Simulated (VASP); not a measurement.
MgC2, 6 atoms in the cell. The structure is tetragonal, space group P4_2/mnm (No. 136). The conventional cell has a = 3.973 Å, b = 3.973 Å, c = 5.051 Å, α = 90.00°, β = 90.00°, γ = 90.00°. Mg (site symmetry mmm) has 10 C at 2.18 to 2.88 Å within 2.9 Å. Within 1.7 Å of C (site symmetry m2m) lie 1 C at 1.26 Å. 

* Program: VASP 6.6.1
* Task: single point
* Functional: revPBE
* Potentials or basis: VASP PAW PBE potentials, release 64 (Mg, C)
* Cutoff: 520 eV
* k mesh: 5 × 5 × 5
* Occupations: fermi-dirac, width 0.05 eV
* Spin: no spin polarisation
* Dipole correction: no
* Further INCAR settings: ALGO = Normal; EDIFF = 1e-06; NBANDS = 19

Potentials or basis: VASP PAW PBE potentials, release 64 (Mg, C).

Run with:

```sh
$ cat potpaw_PBE.64/Mg/POTCAR potpaw_PBE.64/C/POTCAR > POTCAR
$ mpirun -np 1 vasp_std > vasp.out
```

Hardware: 1 thread of Intel Xeon 8259CL, on a shared host.

Question: Estimate the wall time of this run.

Answer: Run time: 54 s on 1 thread of Intel Xeon 8259CL, on a shared host, peak memory 0.18 GiB. Counts: scf iterations 14, k points 18.
